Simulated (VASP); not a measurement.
Write the native input for VASP 6.6.1 that does the following.

```
Task                   : single point
Functional             : PBE
Potentials or basis    : VASP PAW PBE potentials, release 64 (Ag, Sn_d, Se, I)
Cutoff                 : 520 eV
k mesh                 : 3 × 2 × 1
Occupations            : gaussian, width 0.15 eV
Spin                   : no spin polarisation
Dipole correction      : no
Further INCAR settings : ALGO = Normal; EDIFF = 1e-06; NBANDS = 42
```

The structure of AgSn2SeI3 lies in POSCAR:

```
AgSn2SeI3
1.0
    5.7914007621      0.0000000000      0.0000000000
    0.0000000000      5.0654564662      0.0000000000
    0.0000000000      0.0000000000     10.8202706425
Ag Sn Se I
1 2 1 3
Direct
    0.0000000000      0.0000000000      0.0000000000
    0.5000000000      0.5000000000      0.6449811949
    0.5000000000      0.5000000000      0.3550188051
    0.0000000000      0.5000000000      0.0000000000
    0.5000000000      0.0000000000      0.7838237135
    0.5000000000      0.0000000000      0.2161762865
    0.0000000000      0.5000000000      0.5000000000
```

One way to write it, as run:

INCAR

```
  PREC = Accurate
  ENCUT = 520
  EDIFF = 1E-6
  ISMEAR = 0
  SIGMA = 0.15
  LREAL = False
  LASPH = True
  NELM = 60
  ALGO = Normal
  ISIF = 2
  LWAVE = False
  LCHARG = False
  GGA = PE
  NBANDS = 42
```

KPOINTS

```
regular mesh
0
Gamma
  3 2 1
```

Potentials or basis: VASP PAW PBE potentials, release 64 (Ag, Sn_d, Se, I).

Run with:

```bash
$ cat potpaw_PBE.64/Ag/POTCAR potpaw_PBE.64/Sn_d/POTCAR potpaw_PBE.64/Se/POTCAR potpaw_PBE.64/I/POTCAR > POTCAR
$ mpirun -np 1 vasp_std > vasp.out
```

Results of the run:

```yaml
Pressure: 0.0 GPa
Largest_force: 0.015 eV/Å
Band_gap_on_the_k_mesh: zero (band 33 reaches 2.05 eV, above the bottom of band 34 at 1.43 eV)
```

Caveat: the k points lie up to 0.62 Å⁻¹ apart; spin-orbit coupling is left out, which moves the levels of the heavy elements.

Run time: 46 s on 1 thread of Intel(R) Xeon(R) 6975P-C (Granite Rapids) (shared host), peak memory 0.42 GiB.
